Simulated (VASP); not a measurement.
Crystal: TiTe2 (fluorite type).

```xyz
3
Lattice="0.0000 3.2171 3.2171 3.2171 0.0000 3.2171 3.2171 3.2171 0.0000" Properties=species:S:1:pos:R:3 pbc="T T T"
Ti    0.0000    0.0000    0.0000
Te    1.6086    1.6086    1.6086
Te    4.8257    4.8257    4.8257
```

```yaml
Program: VASP 6.6.1
Task: relaxation of cell and atoms
Functional: PBE
Potentials_or_basis: VASP PAW PBE potentials, release 64 (Ti_sv, Te)
Cutoff: 600 eV
k_mesh: 10 × 10 × 10
Occupations: fermi-dirac, width 0.03 eV
Spin: no spin polarisation
```

At the start: pressure 19.5 GPa; volume 22.20 Å³/atom.

**Question.** How do energy, volume and symmetry change on relaxing?

**Answer.** Over 4 steps the energy falls by 257.3 meV/atom and the volume is 27.18 Å³/atom (+22.5 %); space group Fm-3m (No. 225, to 0.1 Å) before and after.

Step by step:
| step | energy change (eV) | largest force (eV/Å) | pressure (GPa) | volume (Å³) |
| --- | --- | --- | --- | --- |
| 1 | 0.0000 | 0.0000 | 19.53 | 66.59 |
| 2 | -0.3980 | 0.0000 | -7.10 | 96.22 |
| 3 | -0.7718 | 0.0000 | -0.22 | 81.88 |
| 4 | -0.7720 | 0.0000 | 0.03 | 81.55 |

Final structure:
```cif
data_structure
_symmetry_space_group_name_H-M 'P 1'
_symmetry_Int_Tables_number 1
_cell_length_a 4.8676
_cell_length_b 4.8676
_cell_length_c 4.8676
_cell_angle_alpha 60.000
_cell_angle_beta 60.000
_cell_angle_gamma 60.000
_cell_volume 81.55
loop_
_atom_site_label
_atom_site_type_symbol
_atom_site_fract_x
_atom_site_fract_y
_atom_site_fract_z
_atom_site_occupancy
Ti1 Ti 0.00000 0.00000 0.00000 1
Te1 Te 0.25000 0.25000 0.25000 1
Te2 Te 0.75000 0.75000 0.75000 1
```

Caveat: the volume moved by over 15 % at a fixed basis, so the end points are rough.
